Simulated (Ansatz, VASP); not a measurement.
GaN: VASP beside Ansatz

Contents of INCAR:

```
ALGO = Normal
EDIFF = 1E-6
ENCUT = 520
ISIF = 2
ISMEAR = 0
LASPH = T
LCHARG = F
LREAL = F
LWAVE = F
NBANDS = 16
NELM = 60
PREC = Accurate
SIGMA = 0.01
```

File KPOINTS:

```
k-points
0
Gamma
  10 10 10
```

The input POSCAR:

```
GaN
1.0
    2.2351959379      2.2351959379      0.0000000000
   -2.2351959379      2.2351959379      0.0000000000
    0.0000000000      2.2351959379      2.2351959379
Ga N
1 1
Direct
    0.0000000000      0.0000000000      0.0000000000
    0.2500000000      0.7500000000      0.5000000000
```

Input for Ansatz:

```yaml
crystal:
  lattice:
    - [2.23519593788, 2.23519593788, 0.0]
    - [-2.23519593788, 2.23519593788, 0.0]
    - [0.0, 2.23519593788, 2.23519593788]
  atoms:
    - { symbol: Ga, position: [0.0, 0.0, 0.0] }
    - { symbol: "N", position: [0.25, 0.75, 0.5] }
kpoints:
  mp_grid: { grid: [10, 10, 10] }
scf:
  occupations: { method: fixed }
  convergence: { dr2_threshold: 1.0e-10 }
hamiltonian:
  xc: lda
  pseudopotentials: { kind: all_electron, lapw: { basis_error: 0.0005 } }
output:
  forces: true
  stress: true
  eigenstates:
    kpoints:
      - [0.0, 0.0, 0.0]
      - [-0.5, -0.5, -0.5]
      - [-0.5, 0.5, 0.0]
      - [0.0, 0.0, -0.5]
      - [0.0, -0.5, -0.5]
      - [0.0, 0.5, 0.0]
      - [-0.5, 0.0, 0.0]
      - [-0.5, 0.0, -0.5]
  eigenvalues: true
```

Alike in both runs: task single point; functional LDA; k mesh 10 × 10 × 10; no spin polarisation.

```csv
,VASP,Ansatz
version,VASP 6.6.1,Ansatz 0.2.0
potentials or method,"VASP PAW LDA potentials, release 64 (Ga_d, N), cutoff 520 eV","all-electron LAPW, scalar-relativistic"
occupations,"gaussian, width 0.01 eV",fixed
```

|  | VASP | Ansatz | Ansatz less VASP |
| --- | --- | --- | --- |
| gap on the k mesh at the Fermi level (eV) | 1.91 | 1.90 | -0.010 |
| pressure (GPa) | -0.9 | -1.8 | -0.89 |

LDA's correlation is that of Perdew and Zunger in VASP and of Perdew and Wang (1992) in Ansatz. Ansatz ran all-electron here, and VASP with PAW potentials.
